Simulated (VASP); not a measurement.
Here is a VASP 6.6.1 calculation.

INCAR

```
SYSTEM = Ta
  ALGO = Normal
  EDIFF = 1E-6
  ENCUT = 520
  GGA = CA
  ISIF = 2
  ISMEAR = -1
  LASPH = .TRUE.
  LCHARG = .FALSE.
  LREAL = .FALSE.
  LWAVE = .FALSE.
  NBANDS = 30
  NELM = 80
  PREC = Accurate
  SIGMA = 0.1
```

KPOINTS

```
k-points
0
G
  14 14 4
  0 0 0
```

POSCAR

```
Ta
1.0
    2.7782576930      0.0000000000      0.0000000000
   -1.3891288465      2.4060417404      0.0000000000
    0.0000000000      0.0000000000      9.7527599219
Ta
4
Direct
    0.0000000000      1.0000000000      1.0000000000
    0.0000000000      0.0000000000      0.5000000000
    0.3333333333      0.6666666667      0.2500000000
    0.6666666667      0.3333333333      0.7500000000
```

Potentials or basis: VASP PAW LDA potentials, release 64 (Ta_pv).

Command:

```bash
$ cat potpaw_LDA.64/Ta_pv/POTCAR > POTCAR
$ mpirun -np 1 vasp_std > vasp.out
```

Task: Predict the pressure.

Result: 21.2 GPa.

Task: What does it give for the band gap on the k mesh?

Result: Zero (bands 22 and 23 overlap by 1.38 eV).

Stress tensor (GPa, compression positive):
```
21.04  0.00  0.00
 0.00 21.04  0.00
 0.00  0.00 21.65
```

Caveat: the cell stands under pressure; spin-orbit coupling is left out, which moves the levels of the heavy elements.
